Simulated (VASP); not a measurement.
# H18CO9 in VASP: notebook, part 3 of 3

VASP 6.6.1. The steps go on from the part before.

### Step 4. Single point, PBE+D3(BJ)

Contents of INCAR:

```
  PREC = Accurate
  ENCUT = 520
  EDIFF = 1E-6
  ISMEAR = -1
  SIGMA = 0.05
  LREAL = False
  LASPH = True
  NELM = 120
  ALGO = Normal
  ISIF = 2
  LWAVE = False
  LCHARG = False
  GGA = PE
  IVDW = 12
  NBANDS = 58
  GGA_COMPAT = False
```

Contents of KPOINTS:

```
regular mesh
0
Gamma
  1 1 1
```

Contents of POSCAR:

```
H18CO9
1.0
    6.7017590000      0.0000000000      0.0000000000
    0.0000000000      6.7017590000      0.0000000000
    0.0000000000      0.0000000000      6.7017590000
O H C
9 18 1
Direct
    0.1307268733     -0.0384078270      1.0697937661
    0.5030619573      0.8038785041      0.8135476074
    0.0726078034      0.4951535858      0.0772483761
    0.7454908480      0.4510308413      0.0152944921
    0.7109924424      0.6758524143      0.4659522970
    1.0077652748      0.0533442041      0.6678694355
    0.5123580242      0.2908042500      0.6794186422
    0.4009245931      0.2280296859      0.1076583028
    0.1527360205      0.6212398864      0.6978167971
    0.2631995570     -0.1162381399      1.1141104895
    0.0881410388     -0.0607004818      1.2005654038
    0.6462184033      0.7948361020      0.7798848034
    0.4186811254      0.7306887639      0.7166178312
    0.2259556036      0.4912889288      0.0566418458
    0.0469876640      0.4154730124      0.2022901749
    0.6126600494      0.4906920705      0.0052374309
    0.8006554697      0.5553467381     -0.0969148547
    0.8099216937      0.7216165189      0.3705892737
    0.6428909186      0.5627627016      0.3814222505
    1.0578864444      0.1159397108      0.8063405443
    1.0477398546     -0.0797253378      0.6698689105
    0.5455284202      0.1926210716      0.7880319182
    0.6425775681      0.3541756724      0.7434913729
    0.4793069998      0.1838174127      0.1993506481
    0.2499642258      0.2226728833      0.1238331608
    0.3900617733      0.5219823631      0.4774716608
    0.1758791983      0.3316293528      0.5959927834
    0.2420856972      0.4855441683      0.5966045631
```

Potentials or basis: VASP PAW PBE potentials, release 64 (O, H, C).

Run with:

```sh
$ cat potpaw_PBE.64/O/POTCAR potpaw_PBE.64/H/POTCAR potpaw_PBE.64/C/POTCAR > POTCAR
$ mpirun -np 1 vasp_gam > vasp.out
```

OUTCAR:

```text
PREC = Accurate
   ENCUT = 520
   EDIFF = 1E-6
   ISMEAR = -1
   LREAL = False
   LASPH = True
   NELM = 120
   ISIF = 2
   GGA = PE
   IVDW = 12
 IVDW          = 12

 ion  position               nearest neighbor table
   1  0.131  0.962  0.070-  11 0.93  10 1.07
   2  0.503  0.804  0.814-  12 0.99  13 0.99
   3  0.073  0.495  0.077-  15 1.01  14 1.04
   4  0.745  0.451  0.015-  16 0.93  17 1.09
   5  0.711  0.676  0.466-  18 0.97  19 1.05
   6  0.008  0.053  0.668-  21 0.93  20 1.07
   7  0.512  0.291  0.679-  22 1.01  23 1.06
   8  0.401  0.228  0.108-  24 0.86  25 1.02
   9  0.153  0.621  0.698-  28 1.28
  10  0.263  0.884  0.114-   1 1.07
  11  0.088  0.939  0.201-   1 0.93
  12  0.646  0.795  0.780-   2 0.99
  13  0.419  0.731  0.717-   2 0.99
  14  0.226  0.491  0.057-   3 1.04
[... 11 lines left out ...]
  26  0.390  0.522  0.477-  28 1.30
  27  0.176  0.332  0.596-  28 1.12
  28  0.242  0.486  0.597-  27 1.12   9 1.28  26 1.30

  LATTYP: Found a simple cubic cell.
 ALAT       =     6.7017590000

  Lattice vectors:

 A1 = (   6.7017590000,   0.0000000000,   0.0000000000)
 A2 = (   0.0000000000,   6.7017590000,   0.0000000000)
 A3 = (   0.0000000000,   0.0000000000,   6.7017590000)

Analysis of symmetry for initial positions (statically):
=====================================================================
 Subroutine PRICEL returns:
 Original cell was already a primitive cell.

 Routine SETGRP: Setting up the symmetry group for a
 simple cubic supercell.

 Subroutine GETGRP returns: Found  1 space group operations
 (whereof  1 operations were pure point group operations)
 out of a pool of 48 trial point group operations.

The static configuration has the point symmetry C_1 .

Analysis of symmetry for dynamics (positions and initial velocities):
=====================================================================
 Subroutine PRICEL returns:
 Original cell was already a primitive cell.

 Routine SETGRP: Setting up the symmetry group for a
 simple cubic supercell.

 Subroutine GETGRP returns: Found  1 space group operations
 (whereof  1 operations were pure point group operations)
 out of a pool of 48 trial point group operations.

The dynamic configuration has the point symmetry C_1 .

 Subroutine INISYM returns: Found  1 space group operations
 (whereof  1 operations are pure point group operations),
 and found     1 'primitive' translations

----------------------------------------------------------------------------------------

                                     Primitive cell

  volume of cell :     300.9999

  direct lattice vectors                    reciprocal lattice vectors
     6.701759000  0.000000000  0.000000000     0.149214557  0.000000000  0.000000000
     0.000000000  6.701759000  0.000000000     0.000000000  0.149214557  0.000000000
     0.000000000  0.000000000  6.701759000     0.000000000  0.000000000  0.149214557

  length of vectors
     6.701759000  6.701759000  6.701759000     0.149214557  0.149214557  0.149214557

  position of ions in fractional coordinates (direct lattice)
     0.130726873  0.961592173  0.069793766
     0.503061957  0.803878504  0.813547607
     0.072607803  0.495153586  0.077248376
     0.745490848  0.451030841  0.015294492
     0.710992442  0.675852414  0.465952297
     0.007765275  0.053344204  0.667869436
[... 20 lines left out ...]
     0.175879198  0.331629353  0.595992783
     0.242085697  0.485544168  0.596604563

  ion indices of the primitive-cell ions
   primitive index   ion index
                 1           1
                 2           2
                 3           3
                 4           4
                 5           5
                 6           6
[... 20 lines left out ...]
                27          27
                28          28

----------------------------------------------------------------------------------------

 KPOINTS: regular mesh

Automatic generation of k-mesh.
 Grid dimensions read from file:
 generate k-points for:    1    1    1

 Generating k-lattice:

  Cartesian coordinates                     Fractional coordinates (reciprocal lattice)
     0.149214557  0.000000000  0.000000000     1.000000000  0.000000000  0.000000000
     0.000000000  0.149214557  0.000000000     0.000000000  1.000000000  0.000000000
     0.000000000  0.000000000  0.149214557     0.000000000  0.000000000  1.000000000

  Length of vectors
     0.149214557  0.149214557  0.149214557

  Shift w.r.t. Gamma in fractional coordinates (k-lattice)
     0.000000000  0.000000000  0.000000000

 Subroutine IBZKPT returns following result:
 ===========================================

 Found      1 irreducible k-points:

 Following reciprocal coordinates:
            Coordinates               Weight
  0.000000  0.000000  0.000000      1.000000
   k-points           NKPTS =      1   k-points in BZ     NKDIM =      1   number of bands    NBANDS=     58
   number of dos      NEDOS =    301   number of ions     NIONS =     28
   total plane-waves  NPLWV = 125000
   dimension x,y,z NGX =    50 NGY =   50 NGZ =   50
   dimension x,y,z NGXF=   100 NGYF=  100 NGZF=  100
   ions per type =               9  18   1
   NGX,Y,Z   is equivalent  to a cutoff of  12.40, 12.40, 12.40 a.u.
   NGXF,Y,Z  is equivalent  to a cutoff of  24.81, 24.81, 24.81 a.u.
 SYSTEM =  unknown system
   PREC   = accura    normal or accurate (medium, high low for compatibility)
   ISTART =      0    job   : 0-new  1-cont  2-samecut
   ICHARG =      2    charge: 1-file 2-atom 10-const
   ISPIN  =      1    spin polarized calculation?
   LNONCOLLINEAR =      F non collinear calculations
   LSORBIT =      F    spin-orbit coupling
   LASPH  =      T    aspherical Exc in radial PAW
   ENCUT  =  520.0 eV  38.22 Ry    6.18 a.u.  12.46 12.46 12.46*2*pi/ulx,y,z
   NELM   =    120;   NELMIN=  2; NELMDL= -5     # of ELM steps
   EDIFF  = 0.1E-05   stopping-criterion for ELM
   LREAL  =      F    real-space projection
   EDIFFG = 0.1E-04   stopping-criterion for IOM
   NSW    =      0    number of steps for IOM
   IBRION =     -1    ionic relax: 0-MD 1-quasi-New 2-CG
   NFREE  =      0    steps in history (QN), initial steepest desc. (CG)
   ISIF   =      2    stress and relaxation
   ISYM   =      2    0-nonsym 1-usesym 2-fastsym
   POTIM  = 0.5000    time-step for ionic-motion
   TEBEG  =    0.0;   TEEND  =   0.0 temperature during run
   PSTRESS=    0.0 pullay stress
   NELECT =      76.0000    total number of electrons
   NUPDOWN=      -1.0000    fix difference up-down
   EMIN   =  10.00;   EMAX   =-10.00  energy-range for DOS
   EFERMI =   0.00;   METHOD = LEGACY
   ISMEAR =    -1;   SIGMA  =   0.05  broadening in eV -4-tet -1-fermi 0-gaus
   EFERMI_NEDOS =   21; number of points for ismear=-14 and -15
   IALGO  =     38    algorithm
   IMIX   =      4    mixing-type and parameters
     AMIX     =   0.40;   BMIX     =  1.00
     AMIX_MAG =   1.60;   BMIX_MAG =  1.00
  volume/ion in A,a.u.               =      10.75        72.54
  Fermi-wavevector in a.u.,A,eV,Ry     =   1.034722  1.955342 14.567086  1.070651
  Thomas-Fermi vector in A             =   2.169031
   LORBIT       =      0    0 simple, 1 ext, 2 COOP (PROOUT), +10 PAW based schemes
   GGA     = PE    functional components
   LHFCALC =     F    Hartree Fock is set to
   AEXX    =    0.0000 exact exchange contribution
   IVDW    =    12    specifies the selected vdW correction
   LEPSILON=     F    determine dielectric tensor
   LRPA    =     F    only Hartree local field effects (RPA)
 non-spin polarized calculation
  energy-cutoff  :      520.00
  volume of cell :      301.00
 maximum number of plane-waves:      4109
 NGX is ok and might be reduce to    50
   NGX = 25   NGY = 25   NGZ = 25

 number of electron      75.9999997 magnetization

 Free energy of the ion-electron system (eV)
  ---------------------------------------------------
  ext. energy  EPLUGINS =         0.00000000
  ---------------------------------------------------
  free energy    TOTEN  =      -133.38326014 eV

  energy without entropy =     -133.38326014  energy(sigma->0) =     -133.38326014

 E-fermi :  -1.8468     XC(G=0):  -6.7358

 val. band max:       -3.0722590650   @ k =   0.0000   0.0000   0.0000
 cond. band min:       0.4609333230   @ k =   0.0000   0.0000   0.0000
 fundamental gap:      3.5331923881
 Fermi energy:        -1.8468268119

 k-point     1 :       0.0000    0.0000    0.0000
  band No.  band energies     occupation
      1     -22.8456      2.00000
      2     -22.7596      2.00000
      3     -22.4109      2.00000
      4     -22.1729      2.00000
      5     -22.0632      2.00000
      6     -21.7358      2.00000
[... 42 lines left out ...]
     49       5.4843      0.00000
     50       5.6313      0.00000
 [bands above 50 left out]

------------------------ aborting loop because EDIFF is reached ----------------------------------------

 Edisp (eV)   -0.97312

 E8    (eV) :    -0.2054

  FORCE on cell =-STRESS in cart. coord.  units (eV):
  Direction    XX          YY          ZZ          XY          YZ          ZX
  --------------------------------------------------------------------------------------
  -------------------------------------------------------------------------------------
  Total      -2.56463    -1.64088    -5.22088    -0.41988    -2.79538     2.19315
  in kB     -13.65115    -8.73418   -27.78997    -2.23496   -14.87941    11.67379
  external pressure =      -16.73 kB  Pullay stress =        0.00 kB

 VOLUME and BASIS-vectors are now :
 -----------------------------------------------------------------------------
  energy-cutoff  :      520.00
  volume of cell :      301.00
      direct lattice vectors                 reciprocal lattice vectors
     6.701759000  0.000000000  0.000000000     0.149214557  0.000000000  0.000000000
     0.000000000  6.701759000  0.000000000     0.000000000  0.149214557  0.000000000
     0.000000000  0.000000000  6.701759000     0.000000000  0.000000000  0.149214557

 POSITION                                       TOTAL-FORCE (eV/Angst)
 -----------------------------------------------------------------------------------
      0.87610      6.44436      0.46774         3.442601     -1.980030      0.146245
      3.37140      5.38740      5.45220         0.312129     -0.030494      0.555707
      0.48660      3.31840      0.51770         3.201406     -0.729138      1.269198
      4.99610      3.02270      0.10250         2.071716      1.982686     -3.219700
      4.76490      4.52940      3.12270        -1.167241     -2.092292     -1.640742
      0.05204      0.35750      4.47590         0.016288      4.144323      2.353545
[... 20 lines left out ...]
      1.17870      2.22250      3.99420         0.443593      0.392639     -0.244669
      1.62240      3.25400      3.99830        -0.490833      2.288586     -0.114402
 -----------------------------------------------------------------------------------
    total drift:                                0.002872      0.003188     -0.003006

  FREE ENERGIE OF THE ION-ELECTRON SYSTEM (eV)
  ---------------------------------------------------
  free  energy   TOTEN  =      -134.3563829777 eV

  energy  without entropy=     -134.3563829776  energy(sigma->0) =     -134.35638298
```

Run time: 54 s. Hardware: 1 thread of Intel Xeon Platinum 8175M at 2.50GHz (Skylake/Cascade Lake), shared host; peak memory 0.32 GiB.

What came out:

```yaml
Free_energy: -134.3564 eV
Pressure: -1.7 GPa
Largest_force: 9.490 eV/Å
Band_gap_on_the_k_mesh: 3.53 eV
Dispersion_energy_per_atom: -0.035 eV
```

Forces in eV/Å, atoms in the order of the input:
```
O    3.443 -1.980  0.146
O    0.312 -0.030  0.556
O    3.201 -0.729  1.269
O    2.072  1.983 -3.220
O   -1.167 -2.092 -1.641
O    0.016  4.144  2.354
O    3.713  0.019  2.451
O   -5.702  4.033 -6.425
O    2.112 -2.279 -2.277
H   -1.744  1.564 -2.369
H   -2.288  0.156  2.258
H   -1.026  0.018 -0.509
H    0.756  0.574  0.462
H   -2.253  0.059  0.524
H    0.224  0.922 -1.260
H   -2.888  0.307  0.212
H   -0.367 -2.440  2.836
H    0.201  0.137 -0.108
H    1.278  1.838  1.516
H   -1.063 -1.812 -2.866
H    0.998 -2.437  0.451
H   -1.876 -0.798 -0.685
H   -1.692  0.415 -1.783
H    4.222 -2.942  6.316
H    2.293 -0.882  0.260
H   -2.728 -0.427  1.889
H    0.444  0.393 -0.245
C   -0.491  2.289 -0.114
```

Stress tensor (GPa, compression positive):
```
-1.37 -0.22  1.17
-0.22 -0.87 -1.49
 1.17 -1.49 -2.78
```

Levels at points of the mesh, in eV from the valence-band top:
| k point | band 36 | band 37 | band 38 | band 39 | band 40 | band 41 |
| --- | --- | --- | --- | --- | --- | --- |
| (0.00, 0.00, 0.00) | -0.51 | -0.51 | 0.00 | 3.53 | 3.64 | 6.12 |

Caveat: the k points lie up to 0.94 Å⁻¹ apart.

### Step 5. Single point, PBE+D3(BJ)

Contents of INCAR:

```
  PREC = Accurate
  ENCUT = 520
  EDIFF = 1E-6
  ISMEAR = -1
  SIGMA = 0.05
  LREAL = F
  LASPH = T
  NELM = 120
  ALGO = Normal
  ISIF = 2
  LWAVE = F
  LCHARG = F
  GGA = PE
  IVDW = 12
  NBANDS = 58
  GGA_COMPAT = F
```

KPOINTS is that of step 4.

Contents of POSCAR:

```
H18CO9
1.0
    6.7017590000      0.0000000000      0.0000000000
    0.0000000000      6.7017590000      0.0000000000
    0.0000000000      0.0000000000      6.7017590000
O H C
9 18 1
Direct
    0.0946169506     -0.1008242761      1.1287782804
    0.4862902411      0.8671305548      0.8214410575
    0.0778452344      0.5569880982      0.1609726640
    0.6774191671      0.4212625372      0.0092513025
    0.7875245887      0.6368029647      0.4642810940
    1.0925788289      0.0293057390      0.6796573855
    0.5148648288      0.2820005912      0.6867749198
    0.3632479174      0.2487406664      0.1174169349
    0.1390232027      0.6265071603      0.6951010921
    0.0100570611     -0.1605548633      1.0222838512
    0.0604915814     -0.1678812980      1.2567894489
    0.4759496723      0.8970928379      0.6870435060
    0.3593384961      0.8154724752      0.8707266257
    0.1604653345      0.4494342455      0.0926174755
   -0.0006117797      0.5993351895      0.0435408077
    0.6333710299      0.3702013158     -0.1501695301
    0.6417568880      0.5488111405     -0.0298876758
    0.6388173612      0.6802542437      0.4913784575
    0.7957761537      0.5055090761      0.4217101809
    1.0434126324      0.0849478473      0.8031025884
    1.0684359136     -0.1149548947      0.6721071289
    0.3975075797      0.1885624356      0.6765686441
    0.6144655455      0.1818477806      0.6999953296
    0.4941836912      0.2999511024      0.0748012574
    0.3210649622      0.1125823832      0.0537918478
    0.2519487794      0.5739985577      0.4496729888
    0.2146003758      0.3427309159      0.5479009317
    0.1995893914      0.5025397064      0.5785496017
```

Run with:

```sh
$ cat potpaw_PBE.64/O/POTCAR potpaw_PBE.64/H/POTCAR potpaw_PBE.64/C/POTCAR > POTCAR
$ mpirun -np 1 vasp_gam > vasp.out
```

It took 48 s on 1 thread of Intel Xeon Platinum 8175M at 2.50GHz (Skylake/Cascade Lake), shared host; peak memory 0.31 GiB.

The run converged. Its results:

```yaml
Free_energy: -135.4751 eV
Pressure: 2.0 GPa
Largest_force: 5.204 eV/Å
Band_gap_on_the_k_mesh: 2.71 eV
Dispersion_energy_per_atom: -0.035 eV
```

Forces on the atoms (eV/Å):
```
O   -0.573  1.606 -0.489
O    0.900 -0.709  2.899
O    0.400 -2.549 -1.525
O    0.561 -3.001 -3.341
O   -2.723  4.137  1.601
O    0.330  0.730 -0.737
O   -1.120 -0.674 -1.069
O   -2.378 -2.490 -0.365
O   -0.994 -0.840  2.803
H    0.632  0.583  1.347
H    0.049  0.211 -1.338
H   -0.742  0.188 -2.454
H   -0.023  0.149 -0.299
H   -0.217  0.386  1.247
H    0.047 -0.649  0.696
H    0.492  0.574  3.528
H   -0.682  3.408  0.085
H    2.962 -1.541 -0.729
H   -0.422 -2.456 -1.086
H   -0.173 -0.195  0.393
H    0.026 -0.132  0.221
H    0.199  1.034  0.510
H    1.417 -0.985 -0.230
H    0.348 -0.089 -0.197
H    1.043  2.399  1.299
H    1.132  0.547 -2.341
H   -1.039 -0.839  1.551
C    0.545  1.199 -1.981
```

Stress tensor (GPa, compression positive):
```
 0.01 -0.33 -0.77
-0.33  5.41 -1.74
-0.77 -1.74  0.46
```

Levels at points of the mesh, in eV from the valence-band top:
```tsv
k point	band 35	band 36	band 37	band 38	band 39	band 40	band 41	band 42
(0.00, 0.00, 0.00)	-1.17	-0.94	-0.66	0.00	2.71	3.10	5.44	6.03
```

Caveat: the k points lie up to 0.94 Å⁻¹ apart.
